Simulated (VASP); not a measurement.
A run of VASP 6.6.1 is set up as follows.

Contents of POSCAR:

```
AlRu
1.0
    2.9826244058      0.0000000000      0.0000000000
    0.0000000000      2.8484063075      0.0000000000
    0.0000000000      0.0000000000      2.9826244058
Al Ru
1 1
Direct
    0.0000000000      0.0000000000      0.0000000000
    0.5000000000      0.5000000000      0.5000000000
```

Contents of INCAR.step1:

```
SYSTEM = AlRu
ALGO = Normal ; EDIFF = 1E-4
ENCUT = 520 ; GGA = PE
ISMEAR = 0 ; LASPH = .TRUE.
LCHARG = .FALSE. ; LREAL = .FALSE.
LWAVE = .TRUE. ; NBANDS = 16
NELM = 80 ; PREC = Accurate
SIGMA = 0.15
```

File INCAR.step2:

```
SYSTEM = AlRu
ALGO = Normal ; EDIFF = 1E-6
ENCUT = 520 ; ISIF = 2
ISMEAR = 0 ; ISTART = 1
LASPH = .TRUE. ; LCHARG = .FALSE.
LMIXTAU = .TRUE. ; LREAL = .FALSE.
LWAVE = .FALSE. ; METAGGA = R2SCAN
NBANDS = 16 ; NELM = 80
PREC = Accurate ; SIGMA = 0.15
```

KPOINTS

```
k-points
0
G
  20 20 20
  0 0 0
```

Potentials or basis: VASP PAW PBE potentials, release 64 (Al, Ru_pv).

Run with:

```sh
$ cat potpaw_PBE.64/Al/POTCAR potpaw_PBE.64/Ru_pv/POTCAR > POTCAR
$ cp INCAR.step1 INCAR
$ mpirun -np 1 vasp_std > vasp.out
$ cp INCAR.step2 INCAR
$ mpirun -np 1 vasp_std > vasp.out
```

Problem. Predict the pressure.

Solution. 11.7 GPa.

Problem. What does it give for the band gap on the k mesh?

Solution. Zero (an odd number of electrons rules out a gap without spin polarisation).

Stress tensor (GPa, compression positive):
```
 8.29  0.00  0.00
 0.00 18.63  0.00
 0.00  0.00  8.29
```

Caveat: the cell differs from its parent crystal (strain -0.0450 x Voigt [0, 1, 0, 0, 0, 0]); the stress differs along the axes, from 8 to 19 GPa; the PAW data sets were made with another functional, which shifts forces and pressure a little.
